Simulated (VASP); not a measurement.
# Cu2Os (Fm-3m) in VASP: further runs, part 2 of 2

VASP 6.6.1. Earlier steps stand in the parts before.

## Step 4: Single point, PBE

The input, INCAR:

```
PREC = Accurate
ENCUT = 520
EDIFF = 1E-7
ISMEAR = 0
SIGMA = 0.1
LREAL = F
LASPH = T
NELM = 100
ALGO = Normal
ISIF = 2
LWAVE = F
LCHARG = F
GGA = PE
NBANDS = 22
```

The input, KPOINTS:

```
Automatic mesh
0
Gamma
  14 14 14
```

The input, POSCAR:

```
Cu2Os
1.0
    0.0000000000      2.8702995464      2.8702995464
    2.8702995464      0.0000000000      2.8702995464
    2.8702995464      2.8702995464      0.0000000000
Cu Os
2 1
Direct
    0.2500000000      0.2500000000      0.2500000000
    0.7500000000      0.7500000000      0.7500000000
    0.0000000000      0.0000000000      0.0000000000
```

Potentials or basis: VASP PAW PBE potentials, release 64 (Cu, Os).

Started as:

```sh
cat potpaw_PBE.64/Cu/POTCAR potpaw_PBE.64/Os/POTCAR > POTCAR
mpirun -np 1 vasp_std > vasp.out
```

OUTCAR:

```text
PREC = Accurate
   ENCUT = 520
   EDIFF = 1E-7
   ISMEAR = 0
   LREAL = F
   LASPH = T
   NELM = 100
   ISIF = 2
   GGA = PE

 ion  position               nearest neighbor table
   1  0.250  0.250  0.250-   3 2.49   3 2.49   3 2.49   3 2.49
   2  0.750  0.750  0.750-   3 2.49   3 2.49   3 2.49   3 2.49
   3  0.000  0.000  0.000-   2 2.49   2 2.49   2 2.49   1 2.49   2 2.49   1 2.49   1 2.49   1 2.49

  LATTYP: Found a face centered cubic cell.
 ALAT       =     5.7405990928

  Lattice vectors:

 A1 = (   0.0000000000,   2.8702995464,   2.8702995464)
 A2 = (   2.8702995464,   0.0000000000,   2.8702995464)
 A3 = (   2.8702995464,   2.8702995464,   0.0000000000)

Analysis of symmetry for initial positions (statically):
=====================================================================
 Subroutine PRICEL returns:
 Original cell was already a primitive cell.

 Routine SETGRP: Setting up the symmetry group for a
 face centered cubic supercell.

 Subroutine GETGRP returns: Found 48 space group operations
 (whereof 48 operations were pure point group operations)
 out of a pool of 48 trial point group operations.

The static configuration has the point symmetry O_h .

Analysis of symmetry for dynamics (positions and initial velocities):
=====================================================================
 Subroutine PRICEL returns:
 Original cell was already a primitive cell.

 Routine SETGRP: Setting up the symmetry group for a
 face centered cubic supercell.

 Subroutine GETGRP returns: Found 48 space group operations
 (whereof 48 operations were pure point group operations)
 out of a pool of 48 trial point group operations.

The dynamic configuration has the point symmetry O_h .

 Subroutine INISYM returns: Found 48 space group operations
 (whereof 48 operations are pure point group operations),
 and found     1 'primitive' translations

[... 108 lines left out ...]
   NUPDOWN=      -1.0000    fix difference up-down
   EMIN   =  10.00;   EMAX   =-10.00  energy-range for DOS
   EFERMI =   0.00;   METHOD = LEGACY
   ISMEAR =     0;   SIGMA  =   0.10  broadening in eV -4-tet -1-fermi 0-gaus
   EFERMI_NEDOS =   21; number of points for ismear=-14 and -15
   IALGO  =     38    algorithm
   IMIX   =      4    mixing-type and parameters
     AMIX     =   0.40;   BMIX     =  1.00
     AMIX_MAG =   1.60;   BMIX_MAG =  1.00
  volume/ion in A,a.u.               =      15.76       106.39
  Fermi-wavevector in a.u.,A,eV,Ry     =   1.406624  2.658134 26.920367  1.978591
  Thomas-Fermi vector in A             =   2.528966
   LORBIT       =      0    0 simple, 1 ext, 2 COOP (PROOUT), +10 PAW based schemes
   GGA     = PE    functional components
   LHFCALC =     F    Hartree Fock is set to
   AEXX    =    0.0000 exact exchange contribution
   IVDW    =     0    specifies the selected vdW correction
   LEPSILON=     F    determine dielectric tensor
   LRPA    =     F    only Hartree local field effects (RPA)
 non-spin polarized calculation
 Gauss-broadening in eV      SIGMA  =   0.10
  energy-cutoff  :      520.00
  volume of cell :       47.29
 maximum number of plane-waves:      1299
   NGX = 15   NGY = 15   NGZ = 15

 number of electron      29.9999998 magnetization

 Free energy of the ion-electron system (eV)
  ---------------------------------------------------
  ext. energy  EPLUGINS =         0.00000000
  ---------------------------------------------------
  free energy    TOTEN  =       -15.19205542 eV

  energy without entropy =      -15.14793771  energy(sigma->0) =      -15.16999657

 E-fermi :   5.3489     XC(G=0): -11.7314

 val. band max:        5.3478381566   @ k =   0.2143   0.0714   0.0000
 cond. band min:       5.3506483872   @ k =  -0.4286   0.2143   0.0714
 fundamental gap:      0.0028102306
 Fermi energy:         5.3488671513

 k-point     1 :       0.0000    0.0000    0.0000
  band No.  band energies     occupation
      1      -2.7488      2.00000
      2       0.9966      2.00000
      3       0.9966      2.00000
      4       1.8304      2.00000
      5       1.8304      2.00000
      6       1.8304      2.00000
[... 589 lines left out ...]
     21      14.8791      0.00000
     22      16.5711      0.00000

 [... further k-points ...]
[... 5 lines left out ...]
  --------------------------------------------------------------------------------------
  -------------------------------------------------------------------------------------
  Total        0.0799287      0.0799287      0.0799287      0.0000000      0.0000000     -0.0000000
  in kB        2.7077067      2.7077067      2.7077067      0.0000000      0.0000000     -0.0000000
  external PRESSURE =       2.7077067 kB  Pullay stress =       0.0000000 kB

 VOLUME and BASIS-vectors are now :
 -----------------------------------------------------------------------------
  energy-cutoff  :      520.00
  volume of cell :       47.29
      direct lattice vectors                 reciprocal lattice vectors
     0.000000000  2.870299546  2.870299546    -0.174197847  0.174197847  0.174197847
     2.870299546  0.000000000  2.870299546     0.174197847 -0.174197847  0.174197847
     2.870299546  2.870299546  0.000000000     0.174197847  0.174197847 -0.174197847

 POSITION                                       TOTAL-FORCE (eV/Angst)
 -----------------------------------------------------------------------------------
      1.43515      1.43515      1.43515        -0.000000     -0.000000     -0.000000
      4.30545      4.30545      4.30545         0.000000      0.000000      0.000000
      0.00000      0.00000      0.00000        -0.000000      0.000000     -0.000000
 -----------------------------------------------------------------------------------
    total drift:                               -0.000000     -0.000000      0.000000

  FREE ENERGIE OF THE ION-ELECTRON SYSTEM (eV)
  ---------------------------------------------------
  free  energy   TOTEN  =       -15.1920554218 eV

  energy  without entropy=      -15.1479377120  energy(sigma->0) =      -15.16999657
```

OSZICAR:

```text
N       E                     dE             d eps       ncg     rms          rms(c)
DAV:   1     0.210119550657E+03    0.21012E+03   -0.13693E+04  4744   0.197E+03
[... 12 lines left out ...]
DAV:  14    -0.151921854257E+02    0.10122E-03   -0.34237E-05  6948   0.203E-01    0.105E-01
DAV:  15    -0.151920683992E+02    0.11703E-03   -0.15139E-04  8092   0.344E-01    0.225E-01
DAV:  16    -0.151920554828E+02    0.12916E-04   -0.49364E-05  7202   0.141E-01    0.111E-01
DAV:  17    -0.151920544191E+02    0.10637E-05   -0.10803E-05  6976   0.897E-02    0.266E-02
DAV:  18    -0.151920556034E+02   -0.11843E-05   -0.11311E-06  6020   0.127E-02    0.770E-03
DAV:  19    -0.151920554960E+02    0.10743E-06   -0.31984E-07  4678   0.201E-02    0.964E-03
DAV:  20    -0.151920554218E+02    0.74118E-07   -0.78010E-08  3302   0.709E-03
   1 F= -.15192055E+02 E0= -.15169997E+02  d E =-.441177E-01
```

stdout:

```text
POSCAR found type information on POSCAR CuOs
 POSCAR found :  2 types and       3 ions
 scaLAPACK will be used
 LDA part: xc-table for (Slater+PW92), standard interpolation
 POSCAR, INCAR and KPOINTS ok, starting setup
 FFT: planning ... GRIDC
 FFT: planning ... GRID_SOFT
 FFT: planning ... GRID
 WAVECAR not read
 entering main loop
```

Wall time 72 s (1 thread of AMD EPYC 9R45 (Zen 5), shared host); peak memory 0.22 GiB.

Results:

- Free energy: -15.1921 eV
- Pressure: 0.3 GPa
- Band gap on the k mesh: zero (band 15 reaches 5.63 eV, above the bottom of band 16 at 4.84 eV)

Levels at points of the mesh, in eV from the Fermi level:
| k point | band 12 | band 13 | band 14 | band 15 | band 16 | band 17 | band 18 | band 19 |
| --- | --- | --- | --- | --- | --- | --- | --- | --- |
| (0.00, 0.00, 0.00) | -1.56 | -1.56 | -1.56 | 0.16 | 0.16 | 7.52 | 9.66 | 9.66 |
| (0.50, 0.00, 0.00) | -2.54 | -0.93 | -0.93 | 0.16 | 0.16 | 0.63 | 5.83 | 5.83 |
| (0.50, 0.50, 0.00) | -1.53 | -0.95 | -0.71 | 0.20 | 0.20 | 1.18 | 1.64 | 1.64 |

Caveat: spin-orbit coupling is left out, which moves the levels of the heavy elements.

## Step 5: Single point, PBE

This run uses another cell than the first one, of 13.04 Å³/atom, 0.827 times its volume.

The input, INCAR:

```
PREC = Accurate
ENCUT = 600
EDIFF = 1E-6
ISMEAR = 0
SIGMA = 0.1
LREAL = False
LASPH = True
NELM = 120
ALGO = Normal
ISIF = 2
LWAVE = False
LCHARG = False
GGA = PE
NBANDS = 22
GGA_COMPAT = False
```

The input, KPOINTS:

```
Automatic mesh
0
Gamma
  6 6 6
```

The input, POSCAR:

```
Cu2Os
1.0
    0.0000000000      2.6943961800      2.6943961800
    2.6943961800      0.0000000000      2.6943961800
    2.6943961800      2.6943961800      0.0000000000
Cu Os
2 1
Direct
    0.2500000000      0.2500000000      0.2500000000
    0.7500000000      0.7500000000      0.7500000000
    0.0000000000      0.0000000000      0.0000000000
```

Started as:

```sh
cat potpaw_PBE.64/Cu/POTCAR potpaw_PBE.64/Os/POTCAR > POTCAR
mpirun -np 1 vasp_std > vasp.out
```

It took 44 s on 1 thread of Intel Xeon 8259CL, shared host; peak memory 0.18 GiB.

Results (log left out):

| Property | Result |
| --- | --- |
| Free energy | -14.2233 eV |
| Pressure | 45.5 GPa |
| Band gap on the k mesh | zero (band 15 reaches 8.09 eV, above the bottom of band 16 at 7.14 eV) |

Levels at points of the mesh, in eV from the Fermi level:
```csv
k point,band 11,band 12,band 13,band 14,band 15,band 16,band 17,band 18,band 19,band 20
"(0.00, 0.00, 0.00)",-2.59,-1.99,-1.99,-1.99,0.22,0.22,9.13,10.41,10.41,10.41
"(0.50, 0.00, 0.00)",-3.55,-3.03,-1.17,-1.17,0.22,0.22,0.89,6.60,6.60,8.19
"(0.50, 0.50, 0.00)",-2.62,-1.79,-1.09,-0.99,0.30,0.30,1.49,1.49,1.62,8.94
```

Caveat: spin-orbit coupling is left out, which moves the levels of the heavy elements.

## Step 6: Summary

```tsv
task	cell	k mesh	cutoff (eV)	gap on the mesh (eV)	pressure (GPa)
single point	a = 4.059 Å, angles 60.0°, 3 atoms	14 × 14 × 14	520	none	0.3
relaxation of cell and atoms	relaxed from a = 4.059 Å, angles 60.0°, 3 atoms	14 × 14 × 14	600	none	0.0
single point	a = 3.810 Å, angles 60.0°, 3 atoms	6 × 6 × 6	600	none	45.5
```

Alike in all rows: level PBE; potentials or basis VASP PAW PBE potentials, release 64 (Cu, Os); no spin polarisation; smearing gaussian 0.1 eV.

Caveats: spin-orbit coupling is left out, which moves the levels of the heavy elements.

Absolute energies hang on the potentials; compare differences alone.
